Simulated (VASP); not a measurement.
A run of VASP 6.6.1:

Contents of INCAR:

```
PREC = Accurate ; ENCUT = 500
EDIFF = 1E-6 ; ISMEAR = 0
SIGMA = 0.02 ; LREAL = False
LASPH = True ; NELM = 120
ALGO = Normal ; ISIF = 2
LWAVE = False ; LCHARG = False
GGA = PE ; IVDW = 12
NBANDS = 16 ; GGA_COMPAT = False
```

Contents of KPOINTS:

```
Automatic mesh
0
Gamma
  8 8 8
```

The input POSCAR:

```
GaP
1.0
    0.0000000000      2.7229189266      2.7229189266
    2.7229189266      0.0000000000      2.7229189266
    2.7229189266      2.7229189266      0.0000000000
Ga P
1 1
Direct
    0.0000000000      0.0000000000      0.0000000000
    0.2500000000      0.2500000000      0.2500000000
```

Potentials or basis: VASP PAW PBE potentials, release 64 (Ga_d, P).

The run is started by

```bash
$ cat potpaw_PBE.64/Ga_d/POTCAR potpaw_PBE.64/P/POTCAR > POTCAR
$ mpirun -np 1 vasp_std > vasp.out
```

Hardware: 1 thread of AMD EPYC 7R13 (shared host).

Question: Estimate the wall time of this run.

Answer: Run time: 33 s on 1 thread of AMD EPYC 7R13, on a shared host, peak memory 0.13 GiB. Counts: scf iterations 12, k points 29.
